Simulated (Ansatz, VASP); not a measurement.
# Li3HF2: VASP beside Ansatz

```
Li F H
1.0
     2.86193    0.00000    0.00000
    -1.43096    2.47850    0.00000
     0.00000    0.00000   14.02053
Li F H
6 4 2
Direct
  0.00000 0.00000 0.00000
  0.33333 0.66667 0.16667
  0.66667 0.33333 0.33333
  0.00000 0.00000 0.50000
  0.33333 0.66667 0.66667
  0.66667 0.33333 0.83333
  0.00000 0.00000 0.25000
  0.66667 0.33333 0.08333
  0.33333 0.66667 0.41667
  0.66667 0.33333 0.58333
  0.00000 0.00000 0.75000
  0.33333 0.66667 0.91667
```

Alike in both runs: task relaxation of cell and atoms; functional PBE; k mesh 9 × 9 × 2; occupations gaussian, width 0.02 eV; no spin polarisation.

```csv
,VASP,Ansatz
version,VASP 6.6.1,Ansatz 0.2.0
potentials or method,"VASP PAW PBE potentials, release 64 (Li_sv, F, H), cutoff 600 eV","scalar-relativistic, plane waves, PAW"
valence electrons in the cell,48,48
```

VASP gave:

* gap on the k mesh at the Fermi level, each at its own relaxed structure (eV): 4.84
* relaxed volume (Å³/atom): 8.26
* relaxed cell length with the largest relative difference (Å): 2.858

Task: What did Ansatz give for the same quantities?

Result: gap on the k mesh at the Fermi level, each at its own relaxed structure (eV): 4.82; relaxed volume (Å³/atom): 8.34; relaxed cell length with the largest relative difference (Å): 2.867.

Noted on VASP's run: the cutoff is short for stress, so the pressure is rough.
